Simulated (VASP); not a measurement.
# Ag (P6_3/mmc) in VASP: notebook

The runs below take Ag through single point, with r2SCAN.

Everything below comes from runs of VASP 6.6.1. Logs are shortened: lines on timing, memory, paths and dates and some standing lists are left out, and cuts for length are marked.

### 1 The cell of the first run

The structure is hexagonal, space group P6_3/mmc (No. 194). Conventional cell: a = 2.902 Å, b = 2.902 Å, c = 4.754 Å, α = 90.00°, β = 90.00°, γ = 120.00°. Within 3.8 Å of Ag (site symmetry -6m2) lie 12 Ag at 2.90 to 2.91 Å.

### 2 Single point, r2SCAN

POSCAR

```
Ag
1.0
    2.9015246748      0.0000000000      0.0000000000
   -1.4507623374      2.5127940781      0.0000000000
    0.0000000000      0.0000000000      4.7540736056
Ag
2
Direct
    0.3333333333      0.6666666667      0.2500000000
    0.6666666667      0.3333333333      0.7500000000
```

INCAR.step1

```
ALGO = Normal
EDIFF = 1E-4
ENCUT = 520
GGA = PE
ISMEAR = -1
LASPH = True
LCHARG = False
LREAL = False
LWAVE = True
NBANDS = 18
NELM = 100
PREC = Accurate
SIGMA = 0.1
```

INCAR.step2

```
ALGO = Normal
EDIFF = 1E-7
ENCUT = 520
ISIF = 2
ISMEAR = -1
ISTART = 1
LASPH = True
LCHARG = False
LMIXTAU = True
LREAL = False
LWAVE = False
METAGGA = R2SCAN
NBANDS = 18
NELM = 100
PREC = Accurate
SIGMA = 0.1
```

KPOINTS

```
k-points
0
Gamma
  18 18 10
```

Potentials or basis: VASP PAW PBE potentials, release 64 (Ag).

The run is started by

```
> cat potpaw_PBE.64/Ag/POTCAR > POTCAR
> cp INCAR.step1 INCAR
> mpirun -np 1 vasp_std > vasp.out
> cp INCAR.step2 INCAR
> mpirun -np 1 vasp_std > vasp.out
```

OUTCAR:

```text
EDIFF = 1E-7
   ENCUT = 520
   ISIF = 2
   ISMEAR = -1
   ISTART = 1
   LASPH = True
   LREAL = False
   METAGGA = R2SCAN
   NELM = 100
   PREC = Accurate

 ion  position               nearest neighbor table
   1  0.333  0.667  0.250-   2 2.91   2 2.91   2 2.91   2 2.91   2 2.91   2 2.91
   2  0.667  0.333  0.750-   1 2.91   1 2.91   1 2.91   1 2.91   1 2.91   1 2.91

  LATTYP: Found a hexagonal cell.
 ALAT       =     2.9015246748
 C/A-ratio  =     1.6384742983

  Lattice vectors:

 A1 = (   2.9015246748,   0.0000000000,   0.0000000000)
 A2 = (  -1.4507623374,   2.5127940781,   0.0000000000)
 A3 = (   0.0000000000,   0.0000000000,   4.7540736056)

Analysis of symmetry for initial positions (statically):
=====================================================================
 Subroutine PRICEL returns:
 Original cell was already a primitive cell.

 Routine SETGRP: Setting up the symmetry group for a
 hexagonal supercell.

 Subroutine GETGRP returns: Found 24 space group operations
 (whereof 12 operations were pure point group operations)
 out of a pool of 24 trial point group operations.

The static configuration has the point symmetry D_3d.
 The point group associated with its full space group is D_6h.

Analysis of symmetry for dynamics (positions and initial velocities):
=====================================================================
 Subroutine PRICEL returns:
 Original cell was already a primitive cell.

 Routine SETGRP: Setting up the symmetry group for a
 hexagonal supercell.

 Subroutine GETGRP returns: Found 24 space group operations
 (whereof 12 operations were pure point group operations)
 out of a pool of 24 trial point group operations.

The dynamic configuration has the point symmetry D_3d.
 The point group associated with its full space group is D_6h.

 Subroutine INISYM returns: Found 24 space group operations
 (whereof 12 operations are pure point group operations),
 and found     1 'primitive' translations

----------------------------------------------------------------------------------------

                                     Primitive cell

  volume of cell :      34.6616

  direct lattice vectors                    reciprocal lattice vectors
     2.901524675  0.000000000  0.000000000     0.344646388  0.198981685  0.000000000
    -1.450762337  2.512794078  0.000000000     0.000000000  0.397963370  0.000000000
     0.000000000  0.000000000  4.754073606     0.000000000  0.000000000  0.210345923

  length of vectors
     2.901524675  2.901524675  4.754073606     0.397963370  0.397963370  0.210345923

  position of ions in fractional coordinates (direct lattice)
     0.333333333  0.666666667  0.250000000
     0.666666667  0.333333333  0.750000000

  ion indices of the primitive-cell ions
   primitive index   ion index
                 1           1
                 2           2

----------------------------------------------------------------------------------------

 KPOINTS: k-points

Automatic generation of k-mesh.
 Grid dimensions read from file:
 generate k-points for:   18   18   10

 Generating k-lattice:

  Cartesian coordinates                     Fractional coordinates (reciprocal lattice)
     0.019147022  0.011054538  0.000000000     0.055555556  0.000000000  0.000000000
     0.000000000  0.022109076  0.000000000     0.000000000  0.055555556  0.000000000
     0.000000000  0.000000000  0.021034592     0.000000000  0.000000000  0.100000000

  Length of vectors
     0.022109076  0.022109076  0.021034592

  Shift w.r.t. Gamma in fractional coordinates (k-lattice)
     0.000000000  0.000000000  0.000000000

 Subroutine IBZKPT returns following result:
 ===========================================

 Found    222 irreducible k-points:

 Following reciprocal coordinates:
            Coordinates               Weight
  0.000000  0.000000  0.000000      1.000000
  0.055556  0.000000  0.000000      6.000000
  0.111111  0.000000  0.000000      6.000000
  0.166667  0.000000  0.000000      6.000000
  0.222222  0.000000  0.000000      6.000000
  0.277778  0.000000  0.000000      6.000000
[... 16 lines left out ...]
  0.333333  0.111111  0.000000     12.000000
  0.388889  0.111111  0.000000     12.000000
 [... further k-points ...]
   k-points           NKPTS =    222   k-points in BZ     NKDIM =    222   number of bands    NBANDS=     18
   number of dos      NEDOS =    301   number of ions     NIONS =      2
   total plane-waves  NPLWV =  20736
   dimension x,y,z NGX =    24 NGY =   24 NGZ =   36
   dimension x,y,z NGXF=    48 NGYF=   48 NGZF=   72
   ions per type =               2
   NGX,Y,Z   is equivalent  to a cutoff of  13.75, 13.75, 12.59 a.u.
   NGXF,Y,Z  is equivalent  to a cutoff of  27.50, 27.50, 25.18 a.u.
 SYSTEM =  unknown system
   PREC   = accura    normal or accurate (medium, high low for compatibility)
   ISTART =      1    job   : 0-new  1-cont  2-samecut
   ICHARG =      0    charge: 1-file 2-atom 10-const
   ISPIN  =      1    spin polarized calculation?
   LNONCOLLINEAR =      F non collinear calculations
   LSORBIT =      F    spin-orbit coupling
   LASPH  =      T    aspherical Exc in radial PAW
   ENCUT  =  520.0 eV  38.22 Ry    6.18 a.u.   5.39  5.39  8.84*2*pi/ulx,y,z
   NELM   =    100;   NELMIN=  2; NELMDL=  0     # of ELM steps
   EDIFF  = 0.1E-06   stopping-criterion for ELM
   LREAL  =      F    real-space projection
   EDIFFG = 0.1E-05   stopping-criterion for IOM
   NSW    =      0    number of steps for IOM
   IBRION =     -1    ionic relax: 0-MD 1-quasi-New 2-CG
   NFREE  =      0    steps in history (QN), initial steepest desc. (CG)
   ISIF   =      2    stress and relaxation
   ISYM   =      2    0-nonsym 1-usesym 2-fastsym
   POTIM  = 0.5000    time-step for ionic-motion
   TEBEG  =    0.0;   TEEND  =   0.0 temperature during run
   PSTRESS=    0.0 pullay stress
   NELECT =      22.0000    total number of electrons
   NUPDOWN=      -1.0000    fix difference up-down
   EMIN   =  10.00;   EMAX   =-10.00  energy-range for DOS
   EFERMI =   0.00;   METHOD = LEGACY
   ISMEAR =    -1;   SIGMA  =   0.10  broadening in eV -4-tet -1-fermi 0-gaus
   EFERMI_NEDOS =   21; number of points for ismear=-14 and -15
   IALGO  =     38    algorithm
   IMIX   =      4    mixing-type and parameters
     AMIX     =   0.40;   BMIX     =  1.00
     AMIX_MAG =   1.60;   BMIX_MAG =  1.00
  volume/ion in A,a.u.               =      17.33       116.95
  Fermi-wavevector in a.u.,A,eV,Ry     =   1.406909  2.658673 26.931279  1.979393
  Thomas-Fermi vector in A             =   2.529222
   LORBIT       =      0    0 simple, 1 ext, 2 COOP (PROOUT), +10 PAW based schemes
   METAGGA = R2SCAN    functional components
   LHFCALC =     F    Hartree Fock is set to
   AEXX    =    0.0000 exact exchange contribution
   IVDW    =     0    specifies the selected vdW correction
   LEPSILON=     F    determine dielectric tensor
   LRPA    =     F    only Hartree local field effects (RPA)
 non-spin polarized calculation
  energy-cutoff  :      520.00
  volume of cell :       34.66
 maximum number of plane-waves:       966
 NGX is ok and might be reduce to    24
   NGX = 11   NGY = 11   NGZ = 17

 number of electron      22.0000005 magnetization

 Free energy of the ion-electron system (eV)
  ---------------------------------------------------
  ext. energy  EPLUGINS =         0.00000000
  ---------------------------------------------------
  free energy    TOTEN  =       -42.71494846 eV

  energy without entropy =      -42.69593358  energy(sigma->0) =      -42.70544102

 E-fermi :   8.2171     XC(G=0): -12.8524

 val. band max:        8.2108985888   @ k =   0.3889   0.1111   0.3000
 cond. band min:       8.2260561032   @ k =   0.1667   0.0556   0.2000
 fundamental gap:      0.0151575143
 Fermi energy:         8.2171431343

 k-point     1 :       0.0000    0.0000    0.0000
  band No.  band energies     occupation
      1       0.3745      2.00000
      2       1.5790      2.00000
      3       3.1102      2.00000
      4       3.2149      2.00000
      5       3.2149      2.00000
      6       3.4479      2.00000
[... 10 lines left out ...]
     17      27.0652      0.00000
     18      27.0652      0.00000

 k-point     2 :       0.0556    0.0000    0.0000
  band No.  band energies     occupation
      1       0.4624      2.00000
      2       1.6293      2.00000
      3       3.0537      2.00000
      4       3.2607      2.00000
      5       3.2684      2.00000
      6       3.4304      2.00000
[... 10 lines left out ...]
     17      26.4487      0.00000
     18      27.3484      0.00000

 k-point     3 :       0.1111    0.0000    0.0000
  band No.  band energies     occupation
      1       0.7179      2.00000
      2       1.7659      2.00000
      3       2.9517      2.00000
      4       3.3357      2.00000
      5       3.3946      2.00000
      6       3.4286      2.00000
[... 10 lines left out ...]
     17      26.6706      0.00000
     18      27.7877      0.00000

 k-point     4 :       0.1667    0.0000    0.0000
  band No.  band energies     occupation
      1       1.1090      2.00000
      2       1.9360      2.00000
      3       2.8628      2.00000
      4       3.2924      2.00000
      5       3.3568      2.00000
      6       3.5966      2.00000
[... 375 lines left out ...]
      4       3.1597      2.00000
      5       3.2197      2.00000
      6       3.4645      2.00000
[... 10 lines left out ...]
     17      22.2212      0.00000
     18      24.5723      0.00000

 k-point    23 :       0.3333    0.1111    0.0000
  band No.  band energies     occupation
      1       1.8931      2.00000
      2       2.1533      2.00000
      3       2.1907      2.00000
      4       3.1179      2.00000
      5       3.5233      2.00000
      6       3.5302      2.00000
[... 10 lines left out ...]
     17      20.6922      0.00000
     18      24.1153      0.00000

 k-point    24 :       0.3889    0.1111    0.0000
  band No.  band energies     occupation
      1       1.8117      2.00000
      2       2.0316      2.00000
      3       2.1624      2.00000
      4       3.1004      2.00000
      5       3.4504      2.00000
      6       3.6459      2.00000
[... 10 lines left out ...]
     17      19.5248      0.00000
     18      23.8398      0.00000

 [... further k-points ...]
[... 5 lines left out ...]
  --------------------------------------------------------------------------------------
  -------------------------------------------------------------------------------------
  Total        0.0231683      0.0231683      0.0276609      0.0000000      0.0000000      0.0000000
  in kB        1.0709165      1.0709165      1.2785802      0.0000000      0.0000000      0.0000000
  external PRESSURE =       1.1401377 kB  Pullay stress =       0.0000000 kB

 VOLUME and BASIS-vectors are now :
 -----------------------------------------------------------------------------
  energy-cutoff  :      520.00
  volume of cell :       34.66
      direct lattice vectors                 reciprocal lattice vectors
     2.901524675  0.000000000  0.000000000     0.344646388  0.198981685  0.000000000
    -1.450762337  2.512794078  0.000000000     0.000000000  0.397963370  0.000000000
     0.000000000  0.000000000  4.754073606     0.000000000  0.000000000  0.210345923

 POSITION                                       TOTAL-FORCE (eV/Angst)
 -----------------------------------------------------------------------------------
     -0.00000      1.67520      1.18852        -0.000000      0.000000      0.000000
      1.45076      0.83760      3.56556         0.000000     -0.000000      0.000000
 -----------------------------------------------------------------------------------
    total drift:                               -0.000000      0.000000     -0.000000

  FREE ENERGIE OF THE ION-ELECTRON SYSTEM (eV)
  ---------------------------------------------------
  free  energy   TOTEN  =       -42.7149484565 eV

  energy  without entropy=      -42.6959335828  energy(sigma->0) =      -42.70544102
```

Wall time 2.3 min (1 thread of Intel Xeon 6975P-C (Granite Rapids), shared host); peak memory 0.25 GiB.

What came out:

- Free energy: -42.7149 eV
- Pressure: 0.1 GPa
- Band gap on the k mesh: zero (band 11 reaches 12.43 eV, above the bottom of band 12 at 4.49 eV)

Caveat: the PAW data sets were made with another functional, which shifts forces and pressure a little.

### 3 Single point, r2SCAN

This run uses another cell than the first one, of 15.56 Å³/atom, 0.898 times its volume.

POSCAR

```
Ag
1.0
    2.7998141158      0.0000000000      0.0000000000
   -1.3999070579      2.4247101501      0.0000000000
    0.0000000000      0.0000000000      4.5836476135
Ag
2
Direct
    0.3333333333      0.6666666667      0.2500000000
    0.6666666667      0.3333333333      0.7500000000
```

INCAR.step1

```
SYSTEM = Ag
PREC = Accurate
ENCUT = 520
ISMEAR = -1
SIGMA = 0.1
LREAL = .FALSE.
LASPH = .TRUE.
NELM = 80
NBANDS = 18
GGA = PE
ALGO = Normal
EDIFF = 1E-4
LWAVE = .TRUE.
LCHARG = .FALSE.
```

INCAR.step2

```
SYSTEM = Ag
PREC = Accurate
ENCUT = 520
EDIFF = 1E-7
ISMEAR = -1
SIGMA = 0.1
LREAL = .FALSE.
LASPH = .TRUE.
NELM = 80
ALGO = Normal
ISIF = 2
LWAVE = .FALSE.
LCHARG = .TRUE.
METAGGA = R2SCAN
LMIXTAU = .TRUE.
LELF = .TRUE.
LVHAR = .TRUE.
NBANDS = 18
ISTART = 1
```

KPOINTS

```
regular mesh
0
G
  18 18 10
  0 0 0
```

Potentials or basis: VASP PAW PBE potentials, release 64 (Ag).

The run is started by

```
> cat potpaw_PBE.64/Ag/POTCAR > POTCAR
> cp INCAR.step1 INCAR
> mpirun -np 1 vasp_std > vasp.out
> cp INCAR.step2 INCAR
> mpirun -np 1 vasp_std > vasp.out
```

Wall time 4.2 min (1 thread of Intel Xeon 6975P-C, shared host); peak memory 0.24 GiB.

It converged, with:

```
Free energy            : -42.5612 eV
Pressure               : 15.4 GPa
Band gap on the k mesh : zero (band 11 reaches 14.31 eV, above the bottom of band 12 at 5.91 eV)
```

Levels at points of the mesh, in eV from the Fermi level:
```tsv
k point	band 9	band 10	band 11	band 12	band 13	band 14
(0.00, 0.00, 0.00)	-4.70	-3.49	-3.49	-0.63	4.22	16.55
(0.50, 0.00, 0.00)	-3.27	-3.16	0.10	1.85	7.66	7.87
(0.00, 0.00, 0.50)	-3.87	-3.87	-3.87	-3.87	12.25	12.25
(0.50, 0.00, 0.50)	-3.22	-3.22	0.73	0.73	5.34	5.34
```

Caveat: the PAW data sets were made with another functional, which shifts forces and pressure a little.
